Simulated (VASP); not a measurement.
## Se: relaxation of cell and atoms with PBE

Se:

```
Se
1.0
     4.47561    0.00000    0.00000
    -2.23780    3.87599    0.00000
     0.00000    0.00000    7.95934
Se
4
Direct
  0.00000 0.00000 0.25000
  0.00000 0.00000 0.75000
  0.33333 0.66667 0.75000
  0.66667 0.33333 0.25000
```

This isn't the form of Se at room conditions, which is trigonal, of chains.

| Item | Value |
| --- | --- |
| Program | VASP 6.6.1 |
| Task | relaxation of cell and atoms |
| Functional | PBE |
| Potentials or basis | VASP PAW PBE potentials, release 64 (Se) |
| Cutoff | 600 eV |
| k mesh | 12 × 12 × 6 |
| Occupations | gaussian, width 0.1 eV |
| Spin | no spin polarisation |
| Dipole correction | no |
| Further INCAR settings | ALGO = Normal; EDIFF = 1e-06; IBRION = 2; EDIFFG = -0.01; NSW = 100; ISIF = 3 |

| Item | Value |
| --- | --- |
| Pressure after relaxing | 0.0 GPa |
| Band gap on the k mesh | zero (bands 12 and 13 overlap by 1.05 eV) |

Final structure:
```
CELL_PARAMETERS angstrom
4.47561 0.00000 0.00000
-2.23780 3.87599 0.00000
0.00000 0.00000 7.95934
ATOMIC_POSITIONS crystal
Se 0.00000 0.00000 0.25000
Se 0.00000 0.00000 0.75000
Se 0.33333 0.66667 0.75000
Se 0.66667 0.33333 0.25000
```

Levels at points of the mesh, in eV from the Fermi level:
```tsv
k point	band 10	band 11	band 12	band 13	band 14	band 15
(0.00, 0.00, 0.00)	-2.81	0.01	0.01	0.11	0.11	0.45
(0.50, 0.00, 0.00)	-2.31	-1.15	-0.85	1.52	1.53	2.85
(0.00, 0.00, 0.50)	-3.68	0.05	0.05	0.05	0.05	0.71
(0.50, 0.00, 0.50)	-2.46	-1.22	-1.22	1.52	1.52	2.88
```

Run time: 66 s on 1 thread of Intel(R) Xeon(R) 6975P-C (Granite Rapids), with other jobs on the host, peak memory 0.37 GiB.

Caveat: this functional lacks dispersion, which binds layers or chains, so the pressure and a relaxed spacing across them are unreliable.
